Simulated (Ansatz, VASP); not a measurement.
**Two plane-wave programs on ZnSe**

```
CELL_PARAMETERS angstrom
3.32515 0.00000 0.00000
0.00000 3.32515 0.00000
0.00000 0.00000 3.32515
ATOMIC_POSITIONS crystal
Zn 0.00000 0.00000 0.00000
Se 0.50000 0.50000 0.50000
```

Alike in both runs: task single point; functional PBEsol; k mesh 6 × 6 × 6; occupations methfessel-paxton of order 1, width 0.5 eV; no spin polarisation.

|  | VASP | Ansatz |
| --- | --- | --- |
| version | VASP 6.6.1 | Ansatz 0.2.0 |
| potentials or method | VASP PAW PBE potentials, release 64 (Zn, Se) | plane waves |
| plane-wave cutoff (eV) | 520 | 420 |
| valence electrons in the cell | 18 | 28 |

```tsv
	VASP	Ansatz	Ansatz less VASP
pressure (GPa)	-2.9	-3.1	-0.19
```

VASP's potentials were made for PBE, not for PBEsol. VASP's potentials hold 18 valence electrons a cell and Ansatz's 28, so a difference there can come from the potentials and not from the codes.
